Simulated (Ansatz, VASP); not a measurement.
# HfN: VASP beside Ansatz

File INCAR:

```
PREC     = Accurate       # precision mode
ENCUT    = 520            # plane-wave cutoff, eV
EDIFF    = 1E-7           # SCF threshold, eV
ISMEAR   = 0              # smearing method
SIGMA    = 0.15           # smearing width, eV
LREAL    = F              # projectors in reciprocal space
LASPH    = T              # aspherical terms in the spheres
NELM     = 100            # most SCF steps
ALGO     = Normal         # electronic algorithm
ISIF     = 2              # what is computed and relaxed
LWAVE    = F              # write WAVECAR
LCHARG   = F              # write CHGCAR
GGA      = PS             # functional
NBANDS   = 23             # bands
```

File KPOINTS:

```
regular mesh
0
Gamma
  14 14 10
```

The input POSCAR:

```
HfN
1.0
    0.0000000000     -2.2508000098     -2.2508000098
    0.0000000000      2.2508000098     -2.2508000098
    4.5016000196      0.0000000000      0.0000000000
Hf N
2 2
Direct
    0.5101229892      0.4898770108      0.5000000000
   -0.0101229892      0.0101229892      0.0000000000
    0.5097065320      0.4902934680      0.0000000000
   -0.0097065320      0.0097065320      0.5000000000
```

Input for Ansatz:

```yaml
crystal:
  lattice:
    - [0.0, -2.2508000098, -2.2508000098]
    - [0.0, 2.2508000098, -2.2508000098]
    - [4.5016000196, 0.0, 0.0]
  atoms:
    - { symbol: Hf, position: [0.5101229892, 0.4898770108, 0.5] }
    - { symbol: Hf, position: [-0.0101229892, 0.0101229892, 0.0] }
    - { symbol: "N", position: [0.509706532, 0.490293468, 0.0] }
    - { symbol: "N", position: [-0.009706532, 0.009706532, 0.5] }
basis:
  ecutwfc: 520.0
kpoints:
  mp_grid: { grid: [14, 14, 10] }
hamiltonian:
  xc: pbesol
  pseudopotentials: { kind: paw, azcp: { folder: soft_1 } }
scf:
  occupations: { method: gaussian, width: 0.15 }
output:
  forces: true
  stress: true
  eigenvalues: true
```

Change from the starting cell: mode 4 frozen in at -0.043 Å and mode 11 at -0.067 Å (largest displacements).

Alike in both runs: task single point; functional PBEsol; k mesh 14 × 14 × 10; occupations gaussian, width 0.15 eV; no spin polarisation.

```csv
,VASP,Ansatz
version,VASP 6.6.1,Ansatz 0.2.0
potentials or method,"VASP PAW PBE potentials, release 64 (Hf_pv, N), cutoff 520 eV","scalar-relativistic, plane waves, PAW"
valence electrons in the cell,30,62
```

```tsv
	VASP	Ansatz	Ansatz less VASP
gap on the k mesh at the Fermi level (eV)	none	none	-
pressure (GPa)	-0.9	1.2	+2.13
traceless stress, the component that is largest in VASP (GPa)	2.35	2.36	+0.005
rms of the force components (eV/Å)	0.577	0.582	+0.0050
```

VASP's potentials were made for PBE, not for PBEsol, and Ansatz warns of the same on its side. Atom by atom the forces differ by 0.005 eV/Å (rms over components). A gap of «none» marks a metal or a gap that the smearing closes. VASP's potentials hold 30 valence electrons a cell and Ansatz's 62, so a difference there can come from the potentials and not from the codes.

Spin-orbit coupling is off throughout.
